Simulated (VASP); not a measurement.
A run of VASP 6.6.1 is set up as follows.

POSCAR

```
TiN
1.0
    0.0000000000      2.1169035900      2.1169035900
    2.1169035900      0.0000000000      2.1169035900
    2.1169035900      2.1169035900      0.0000000000
Ti N
1 1
Direct
    0.0000000000      0.0000000000      0.0000000000
    0.5000000000      0.5000000000      0.5000000000
```

The input INCAR.step1:

```
SYSTEM = TiN
PREC = Accurate
ENCUT = 520
ISMEAR = -1
SIGMA = 0.1
LREAL = .FALSE.
LASPH = .TRUE.
NELM = 60
NBANDS = 16
GGA = PE
ALGO = Normal
EDIFF = 1E-4
LWAVE = .TRUE.
LCHARG = .FALSE.
```

File INCAR.step2:

```
SYSTEM = TiN
PREC = Accurate
ENCUT = 520
EDIFF = 1E-6
ISMEAR = -1
SIGMA = 0.1
LREAL = .FALSE.
LASPH = .TRUE.
NELM = 60
ALGO = Normal
ISIF = 2
LWAVE = .FALSE.
LCHARG = .FALSE.
METAGGA = R2SCAN
LMIXTAU = .TRUE.
NBANDS = 16
ISTART = 1
```

File KPOINTS:

```
Automatic mesh
0
G
  14 14 14
  0 0 0
```

Potentials or basis: VASP PAW PBE potentials, release 64 (Ti_sv, N).

Run with:

```bash
$ cat potpaw_PBE.64/Ti_sv/POTCAR potpaw_PBE.64/N/POTCAR > POTCAR
$ cp INCAR.step1 INCAR
$ mpirun -np 1 vasp_std > vasp.out
$ cp INCAR.step2 INCAR
$ mpirun -np 1 vasp_std > vasp.out
```

(1) What does it give for the pressure?

Results:

(1) 1.4 GPa.

Caveat: the PAW data sets were made with another functional, which shifts forces and pressure a little.
